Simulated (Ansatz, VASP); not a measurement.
## BN in VASP and in Ansatz

```
B N
1.0
     0.00000    1.80483    1.80483
     1.80483    0.00000    1.80483
     1.80483    1.80483    0.00000
B N
1 1
Direct
  0.00000 0.00000 0.00000
  0.25000 0.25000 0.25000
```

Alike in both runs: task single point; functional r2SCAN; k mesh 12 × 12 × 12; no spin polarisation.

```csv
,VASP,Ansatz
version,VASP 6.6.1,Ansatz 0.2.0
potentials or method,"VASP PAW PBE potentials, release 64 (B, N)","plane waves, PAW"
plane-wave cutoff (eV),520,500
occupations,"gaussian, width 0.01 eV",fixed
valence electrons in the cell,8,8
```

```csv
,VASP,Ansatz,Ansatz less VASP
gap on the k mesh at the Fermi level (eV),4.98,5.00,+0.021
pressure (GPa),1.1,0.0,-1.12
```

VASP's potentials were made for PBE, not for r2SCAN.
